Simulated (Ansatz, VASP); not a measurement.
**One calculation of Pd, two programs**

```
Pd
1.0
     2.69027    0.00000    0.00000
    -1.34514    2.32984    0.00000
     0.00000    0.00000    4.53433
Pd
2
Direct
  0.33333 0.66667 0.25000
  0.66667 0.33333 0.75000
```

Alike in both runs: task single point; functional LDA; k mesh 13 × 13 × 7; occupations fermi-dirac, width 0.05 eV; non-collinear spin, spin-orbit coupling.

|  | VASP | Ansatz |
| --- | --- | --- |
| version | VASP 6.6.1 | Ansatz 0.2.0 |
| potentials or method | VASP PAW LDA potentials, release 64 (Pd), cutoff 520 eV | plane waves (420 eV) with PAW, fully relativistic with spin-orbit coupling |
| valence electrons in the cell | 20 | 36 |

|  | VASP | Ansatz | Ansatz less VASP |
| --- | --- | --- | --- |
| net moment per atom (μB) | 0.00 | 0.00 | 0.000 |

Ansatz warns that its potentials were made for another functional, while VASP's fit it. LDA's correlation is that of Perdew and Zunger in VASP and of Perdew and Wang (1992) in Ansatz. VASP's potentials hold 20 valence electrons a cell and Ansatz's 36, so a difference there can come from the potentials and not from the codes. Ansatz's warnings: seeded moment not kept.
